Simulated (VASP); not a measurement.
Input of a VASP 6.6.1 run:

Contents of INCAR:

```
  ALGO = Normal
  EDIFF = 1E-6
  ENCUT = 500
  GGA = PS
  GGA_COMPAT = F
  ISIF = 2
  ISMEAR = -1
  LASPH = T
  LCHARG = F
  LREAL = F
  LWAVE = F
  NBANDS = 12
  NELM = 120
  PREC = Accurate
  SIGMA = 0.15
```

Contents of KPOINTS:

```
k-points
0
Gamma
  12 12 12
```

File POSCAR:

```
Ag
1.0
   -1.6720476800      1.6720476800      1.6720476800
    1.6720476800     -1.6720476800      1.6720476800
    1.6720476800      1.6720476800     -1.6720476800
Ag
1
Direct
    0.0000000000      0.0000000000      0.0000000000
```

Potentials or basis: VASP PAW PBE potentials, release 64 (Ag).

The run is started by

```sh
$ cat potpaw_PBE.64/Ag/POTCAR > POTCAR
$ mpirun -np 1 vasp_std > vasp.out
```

(1) Predict the band gap on the k mesh.

(2) What does it give for the pressure?

## Answers

(1) zero (an odd number of electrons rules out a gap without spin polarisation).

(2) -9.1 GPa.

Caveat: the cell stands under tension; the PAW data sets were made with another functional, which shifts forces and pressure a little.
